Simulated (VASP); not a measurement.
# NaI (P1) in VASP: relaxation of the atoms with PBE

Aim: the relaxation of the atoms of NaI with PBE.

Everything below comes from runs of VASP 6.6.1. Logs are shortened: lines on timing, memory, paths and dates and some standing lists are left out, and cuts for length are marked.

**1. The cell of the first run**

The typed cell holds 2 atoms: a = 4.577 Å, b = 4.577 Å, c = 4.577 Å, α = 60.00°, β = 60.00°, γ = 60.00°.

**2. Relaxation of the atoms, PBE**

Input file INCAR:

```
ALGO     = Normal         # electronic algorithm
EDIFF    = 1E-6           # SCF threshold, eV
EDIFFG   = -0.02          # ionic threshold
ENCUT    = 520            # plane-wave cutoff, eV
GGA      = PE             # functional
IBRION   = 2              # ionic algorithm
ISIF     = 2              # what is computed and relaxed
ISMEAR   = 0              # smearing method
LASPH    = T              # aspherical terms in the spheres
LCHARG   = F              # write CHGCAR
LREAL    = F              # projectors in reciprocal space
LWAVE    = F              # write WAVECAR
NELM     = 80             # most SCF steps
NSW      = 80             # ionic steps
PREC     = Accurate       # precision mode
SIGMA    = 0.01           # smearing width, eV
```

Input file KPOINTS:

```
k-points
0
Gamma
  4 4 4
```

Input file POSCAR:

```
NaI
1.0
    0.0000000000      3.2364000000      3.2364000000
    3.2364000000      0.0000000000      3.2364000000
    3.2364000000      3.2364000000      0.0000000000
Na I
1 1
Direct
    0.0008212067     -0.0172018315      0.0344305397
    0.4428077322      0.5340247815      0.5065939057
```

Potentials or basis: VASP PAW PBE potentials, release 64 (Na_pv, I).

Run with:

```console
$ cat potpaw_PBE.64/Na_pv/POTCAR potpaw_PBE.64/I/POTCAR > POTCAR
$ mpirun -np 1 vasp_std > vasp.out
```

OUTCAR:

```text
EDIFF = 1E-6
   EDIFFG = -0.02
   ENCUT = 520
   GGA = PE
   IBRION = 2
   ISIF = 2
   ISMEAR = 0
   LASPH = T
   LREAL = F
   NELM = 80
   NSW = 80
   PREC = Accurate

 ion  position               nearest neighbor table
   1  0.001  0.983  0.034-   2 2.96   2 3.17
   2  0.443  0.534  0.507-   1 2.96   1 3.17

  LATTYP: Found a face centered cubic cell.
 ALAT       =     6.4728000000

  Lattice vectors:

 A1 = (   0.0000000000,   3.2364000000,   3.2364000000)
 A2 = (   3.2364000000,   0.0000000000,   3.2364000000)
 A3 = (   3.2364000000,   3.2364000000,   0.0000000000)

Analysis of symmetry for initial positions (statically):
=====================================================================
 Subroutine PRICEL returns:
 Original cell was already a primitive cell.

 Routine SETGRP: Setting up the symmetry group for a
 face centered cubic supercell.

 Subroutine GETGRP returns: Found  1 space group operations
 (whereof  1 operations were pure point group operations)
 out of a pool of 48 trial point group operations.

The static configuration has the point symmetry C_1 .

Analysis of symmetry for dynamics (positions and initial velocities):
=====================================================================
 Subroutine PRICEL returns:
 Original cell was already a primitive cell.

 Routine SETGRP: Setting up the symmetry group for a
 face centered cubic supercell.

 Subroutine GETGRP returns: Found  1 space group operations
 (whereof  1 operations were pure point group operations)
 out of a pool of 48 trial point group operations.

The dynamic configuration has the point symmetry C_1 .

 Subroutine INISYM returns: Found  1 space group operations
 (whereof  1 operations are pure point group operations),
 and found     1 'primitive' translations

----------------------------------------------------------------------------------------

                                     Primitive cell

  volume of cell :      67.7980

  direct lattice vectors                    reciprocal lattice vectors
     0.000000000  3.236400000  3.236400000    -0.154492646  0.154492646  0.154492646
     3.236400000  0.000000000  3.236400000     0.154492646 -0.154492646  0.154492646
     3.236400000  3.236400000  0.000000000     0.154492646  0.154492646 -0.154492646

  length of vectors
     4.576960773  4.576960773  4.576960773     0.267589113  0.267589113  0.267589113

  position of ions in fractional coordinates (direct lattice)
     0.000821207  0.982798168  0.034430540
     0.442807732  0.534024782  0.506593906

  ion indices of the primitive-cell ions
   primitive index   ion index
                 1           1
                 2           2

----------------------------------------------------------------------------------------

 KPOINTS: k-points

Automatic generation of k-mesh.
 Grid dimensions read from file:
 generate k-points for:    4    4    4

 Generating k-lattice:

  Cartesian coordinates                     Fractional coordinates (reciprocal lattice)
    -0.038623162  0.038623162  0.038623162     0.250000000  0.000000000  0.000000000
     0.038623162 -0.038623162  0.038623162     0.000000000  0.250000000  0.000000000
     0.038623162  0.038623162 -0.038623162     0.000000000  0.000000000  0.250000000

  Length of vectors
     0.066897278  0.066897278  0.066897278

  Shift w.r.t. Gamma in fractional coordinates (k-lattice)
     0.000000000  0.000000000  0.000000000

 Subroutine IBZKPT returns following result:
 ===========================================

 Found     36 irreducible k-points:

 Following reciprocal coordinates:
            Coordinates               Weight
  0.000000  0.000000  0.000000      1.000000
  0.250000  0.000000  0.000000      2.000000
  0.000000  0.250000  0.000000      2.000000
  0.000000  0.000000  0.250000      2.000000
  0.250000  0.250000  0.250000      2.000000
  0.500000  0.000000  0.000000      1.000000
[... 16 lines left out ...]
  0.250000  0.500000  0.500000      2.000000
  0.500000  0.000000  0.250000      2.000000
 [... further k-points ...]
   k-points           NKPTS =     36   k-points in BZ     NKDIM =     36   number of bands    NBANDS=     11
   number of dos      NEDOS =    301   number of ions     NIONS =      2
   total plane-waves  NPLWV =  46656
   dimension x,y,z NGX =    36 NGY =   36 NGZ =   36
   dimension x,y,z NGXF=    72 NGYF=   72 NGZF=   72
   ions per type =               1   1
   NGX,Y,Z   is equivalent  to a cutoff of  13.08, 13.08, 13.08 a.u.
   NGXF,Y,Z  is equivalent  to a cutoff of  26.15, 26.15, 26.15 a.u.
 SYSTEM =  unknown system
   PREC   = accura    normal or accurate (medium, high low for compatibility)
   ISTART =      0    job   : 0-new  1-cont  2-samecut
   ICHARG =      2    charge: 1-file 2-atom 10-const
   ISPIN  =      1    spin polarized calculation?
   LNONCOLLINEAR =      F non collinear calculations
   LSORBIT =      F    spin-orbit coupling
   LASPH  =      T    aspherical Exc in radial PAW
   ENCUT  =  520.0 eV  38.22 Ry    6.18 a.u.   8.51  8.51  8.51*2*pi/ulx,y,z
   NELM   =     80;   NELMIN=  2; NELMDL= -5     # of ELM steps
   EDIFF  = 0.1E-05   stopping-criterion for ELM
   LREAL  =      F    real-space projection
   EDIFFG = -.2E-01   stopping-criterion for IOM
   NSW    =     80    number of steps for IOM
   IBRION =      2    ionic relax: 0-MD 1-quasi-New 2-CG
   NFREE  =      1    steps in history (QN), initial steepest desc. (CG)
   ISIF   =      2    stress and relaxation
   ISYM   =      2    0-nonsym 1-usesym 2-fastsym
   POTIM  = 0.5000    time-step for ionic-motion
   TEBEG  =    0.0;   TEEND  =   0.0 temperature during run
   PSTRESS=    0.0 pullay stress
   NELECT =      14.0000    total number of electrons
   NUPDOWN=      -1.0000    fix difference up-down
   EMIN   =  10.00;   EMAX   =-10.00  energy-range for DOS
   EFERMI =   0.00;   METHOD = LEGACY
   ISMEAR =     0;   SIGMA  =   0.01  broadening in eV -4-tet -1-fermi 0-gaus
   EFERMI_NEDOS =   21; number of points for ismear=-14 and -15
   IALGO  =     38    algorithm
   IMIX   =      4    mixing-type and parameters
     AMIX     =   0.40;   BMIX     =  1.00
     AMIX_MAG =   1.60;   BMIX_MAG =  1.00
  volume/ion in A,a.u.               =      33.90       228.76
  Fermi-wavevector in a.u.,A,eV,Ry     =   0.967636  1.828567 12.739397  0.936319
  Thomas-Fermi vector in A             =   2.097538
   LORBIT       =      0    0 simple, 1 ext, 2 COOP (PROOUT), +10 PAW based schemes
   GGA     = PE    functional components
   LHFCALC =     F    Hartree Fock is set to
   AEXX    =    0.0000 exact exchange contribution
   IVDW    =     0    specifies the selected vdW correction
   LEPSILON=     F    determine dielectric tensor
   LRPA    =     F    only Hartree local field effects (RPA)
 conjugate gradient relaxation of ions
 non-spin polarized calculation
 Gauss-broadening in eV      SIGMA  =   0.01
  energy-cutoff  :      520.00
  volume of cell :       67.80
 maximum number of plane-waves:      1850
 NGX is ok and might be reduce to    36
   NGX = 17   NGY = 17   NGZ = 17

--------------------------------------- Ionic step        1  -------------------------------------------

 number of electron      14.0000001 magnetization

 Free energy of the ion-electron system (eV)
  ---------------------------------------------------
  ext. energy  EPLUGINS =         0.00000000
  ---------------------------------------------------
  free energy    TOTEN  =        -5.33728863 eV

  energy without entropy =       -5.33728863  energy(sigma->0) =       -5.33728863

------------------------ aborting loop because EDIFF is reached ----------------------------------------

  FORCE on cell =-STRESS in cart. coord.  units (eV):
  Direction    XX          YY          ZZ          XY          YZ          ZX
  --------------------------------------------------------------------------------------
  -------------------------------------------------------------------------------------
  Total        0.2186203      0.8191064      0.1784456      0.0373724     -0.0106500      0.0022911
  in kB        5.1663571     19.3568339      4.2169645      0.8831721     -0.2516777      0.0541427
  external PRESSURE =       9.5800518 kB  Pullay stress =       0.0000000 kB
[... 201 lines left out ...]
  energy  without entropy=       -5.3790979366  energy(sigma->0) =       -5.37909794

--------------------------------------- Ionic step        7  -------------------------------------------

 number of electron      14.0000000 magnetization

 Free energy of the ion-electron system (eV)
  ---------------------------------------------------
  ext. energy  EPLUGINS =         0.00000000
  ---------------------------------------------------
  free energy    TOTEN  =        -5.37921660 eV

  energy without entropy =       -5.37921660  energy(sigma->0) =       -5.37921660

 E-fermi :   0.8669     XC(G=0):  -7.7021

 val. band max:        0.8117026916   @ k =   0.0000   0.0000   0.0000
 cond. band min:       4.4504690951   @ k =   0.0000   0.0000   0.0000
 fundamental gap:      3.6387664035
 Fermi energy:         0.8668823911

 k-point     1 :       0.0000    0.0000    0.0000
  band No.  band energies     occupation
      1     -21.6358      2.00000
      2     -21.6358      2.00000
      3     -21.6358      2.00000
      4     -10.2046      2.00000
      5       0.8115      2.00000
      6       0.8117      2.00000
      7       0.8117      2.00000
      8       4.4505      0.00000
      9       8.7388      0.00000
     10       8.7388      0.00000
     11       8.7389      0.00000
[... 309 lines left out ...]
 k-point    24 :       0.5000    0.0000    0.2500
  band No.  band energies     occupation
      1     -21.6398      2.00000
      2     -21.6375      2.00000
      3     -21.6368      2.00000
      4      -9.8530      2.00000
      5      -1.0011      2.00000
      6      -0.1119      2.00000
      7       0.2840      2.00000
      8       6.2866      0.00000
      9       7.5125      0.00000
     10       8.6607      0.00000
     11       9.5050      0.00000

 [... further k-points ...]

------------------------ aborting loop because EDIFF is reached ----------------------------------------

  FORCE on cell =-STRESS in cart. coord.  units (eV):
  Direction    XX          YY          ZZ          XY          YZ          ZX
  --------------------------------------------------------------------------------------
  -------------------------------------------------------------------------------------
  Total        0.2072681      0.2039739      0.2043036      0.0000021     -0.0000594      0.0002261
  in kB        4.8980866      4.8202402      4.8280297      0.0000502     -0.0014034      0.0053427
  external PRESSURE =       4.8487855 kB  Pullay stress =       0.0000000 kB
[... 17 lines left out ...]
  FREE ENERGIE OF THE ION-ELECTRON SYSTEM (eV)
  ---------------------------------------------------
  free  energy   TOTEN  =        -5.3792165953 eV

  energy  without entropy=       -5.3792165953  energy(sigma->0) =       -5.37921660

 reached required accuracy - stopping structural energy minimisation
```

It took 87 s on 1 thread of Oxide Virtual Turin-like, shared host; peak memory 0.19 GiB.

What came out:

- Free energy: -5.3792 eV
- Energy gained by relaxing: 21.0 meV/atom
- Ionic steps: 7
- Pressure after relaxing: 0.5 GPa
- Largest force after relaxing: 0.018 eV/Å
- Band gap on the k mesh: 3.64 eV

Forces in eV/Å, atoms in the order of the input:
```
Na   0.017  0.000 -0.005
I   -0.017  0.000  0.005
```

The path:
| step | energy change (eV) | largest force (eV/Å) | pressure (GPa) |
| --- | --- | --- | --- |
| 1 | 0.0000 | 0.3275 | 0.96 |
| 2 | -0.0095 | 0.2776 | 0.84 |
| 3 | -0.0298 | 0.1560 | 0.60 |
| 4 | -0.0415 | 0.0345 | 0.51 |
| 5 | -0.0418 | 0.0230 | 0.48 |
| 6 | -0.0418 | 0.0234 | 0.49 |
| 7 | -0.0419 | 0.0176 | 0.48 |

Final structure:
```
Na I
1.0
     0.00000    3.23640    3.23640
     3.23640    0.00000    3.23640
     3.23640    3.23640    0.00000
Na I
1 1
Direct
  0.97380 0.00735 0.01857
  0.46983 0.50947 0.52246
```

Levels at points of the mesh, in eV from the valence-band top:
| k point | band 4 | band 5 | band 6 | band 7 | band 8 | band 9 | band 10 | band 11 |
| --- | --- | --- | --- | --- | --- | --- | --- | --- |
| (0.00, 0.00, 0.00) | -11.02 | 0.00 | 0.00 | 0.00 | 3.64 | 7.93 | 7.93 | 7.93 |
| (0.50, 0.00, 0.00) | -10.70 | -2.18 | -0.28 | -0.28 | 5.09 | 7.44 | 7.44 | 8.73 |
| (0.00, 0.50, 0.00) | -10.70 | -2.18 | -0.28 | -0.28 | 5.09 | 7.44 | 7.44 | 8.73 |
| (0.00, 0.00, 0.50) | -10.70 | -2.18 | -0.28 | -0.28 | 5.09 | 7.44 | 7.44 | 8.73 |
| (0.50, 0.50, 0.50) | -10.70 | -2.18 | -0.28 | -0.28 | 5.09 | 7.44 | 7.44 | 8.73 |
| (0.50, 0.50, 0.00) | -10.63 | -1.90 | -0.74 | -0.74 | 4.49 | 5.55 | 9.87 | 11.30 |
| (0.00, 0.50, 0.50) | -10.63 | -1.90 | -0.74 | -0.74 | 4.49 | 5.55 | 9.87 | 11.30 |
| (0.50, 0.00, 0.50) | -10.63 | -1.90 | -0.74 | -0.74 | 4.49 | 5.55 | 9.87 | 11.30 |

Caveat: the k points lie up to 0.42 Å⁻¹ apart; spin-orbit coupling is left out, which moves the levels of the heavy elements.
